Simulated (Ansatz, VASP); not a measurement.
**AlN in VASP and in Ansatz**

```
Al N
1.0
     3.13024    0.00000    0.00000
    -1.56512    2.71087    0.00000
     0.00000    0.00000    4.81726
Al N
2 2
Direct
  0.33333 0.66667 0.00173
  0.66667 0.33333 0.50173
  0.33333 0.66667 0.38327
  0.66667 0.33333 0.88327
```

Change from the starting cell: strain +0.000 along x and y, -0.040 along z, atoms carried along.

Alike in both runs: task single point; functional PBE; k mesh 12 × 12 × 6; occupations gaussian, width 0.05 eV; no spin polarisation.

|  | VASP | Ansatz |
| --- | --- | --- |
| version | VASP 6.6.1 | Ansatz 0.2.0 |
| potentials or method | VASP PAW PBE potentials, release 64 (Al, N), cutoff 520 eV | scalar-relativistic, plane waves, PAW |
| valence electrons in the cell | 16 | 16 |

VASP gave:

| Property | Result |
| --- | --- |
| gap on the k mesh at the Fermi level (eV) | 4.29 |
| least direct gap on the mesh (eV) | 4.29 |
| pressure (GPa) | 8.4 |
| traceless stress, the component that is largest in VASP (GPa) | 11.68 |
| rms of the force components (eV/Å) | 0.376 |

**Question.** Which values does Ansatz return?

**Answer.** gap on the k mesh at the Fermi level (eV): 4.28; least direct gap on the mesh (eV): 4.28; pressure (GPa): 8.6; traceless stress, the component that is largest in VASP (GPa): 11.53; rms of the force components (eV/Å): 0.374.

Atom by atom the forces differ by 0.002 eV/Å (rms over components).
